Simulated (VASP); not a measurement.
LuSc:

```xyz
2
Lattice="5.2626 0.0000 0.0000 0.0000 1.5877 2.7624 0.0000 -1.5877 2.7624" Properties=species:S:1:pos:R:3 pbc="T T T"
Lu    0.0000    0.0000    4.5272
Sc    2.6313    0.0000    0.1689
```

The cell was built from a structure type or drawn by symmetry, and may not be a known phase.

| Item | Value |
| --- | --- |
| Program | VASP 6.6.1 |
| Task | relaxation of cell and atoms |
| Functional | PBE |
| Potentials or basis | VASP PAW PBE potentials, release 64 (Lu, Sc_sv) |
| Cutoff | 600 eV |
| k mesh | 4 × 7 × 7 |
| Occupations | gaussian, width 0.2 eV |
| Spin | no spin polarisation |

At the start: pressure 8.9 GPa; volume 23.08 Å³/atom.

Task: How do energy, volume and symmetry change on relaxing?

Result: Over 14 steps the energy falls by 275.3 meV/atom and the volume is 26.96 Å³/atom (+16.8 %); space group Amm2 (No. 38, to 0.1 Å) before, P-6m2 (No. 187, to 0.1 Å).

Step by step:
| step | energy change (eV) | largest force (eV/Å) | pressure (GPa) | volume (Å³) |
| --- | --- | --- | --- | --- |
| 1 | 0.0000 | 0.8512 | 8.93 | 46.16 |
| 2 | -0.2695 | 0.6828 | -0.93 | 55.29 |
| 3 | -0.2695 | 0.6835 | -1.00 | 55.25 |
| 4 | -0.3196 | 0.6184 | -0.77 | 54.96 |
| 5 | -0.4272 | 0.3649 | 0.04 | 54.10 |
| 6 | -0.4076 | 0.2229 | 1.94 | 52.38 |
| 7 | -0.4590 | 0.0917 | 0.85 | 53.33 |
| 8 | -0.4969 | 0.0176 | 0.50 | 53.65 |
| 9 | -0.5254 | 0.2504 | -0.52 | 54.50 |
| 10 | -0.5317 | 0.1654 | -0.29 | 54.26 |
| 11 | -0.5438 | 0.1132 | -0.06 | 53.93 |
| 12 | -0.5492 | 0.0210 | 0.45 | 53.39 |
| 13 | -0.5495 | 0.0391 | 0.39 | 53.50 |
| 14 | -0.5506 | 0.0293 | -0.05 | 53.92 |

Final structure:
```
Lu Sc
1.0
     5.32092    0.00000    0.00000
     0.00000    1.71747    2.95016
     0.00000   -1.71747    2.95016
Lu Sc
1 1
Direct
  0.00000 0.75609 0.75609
  0.50000 0.09390 0.09390
```

Caveat: the volume moved by over 15 % at a fixed basis, so the end points are rough.
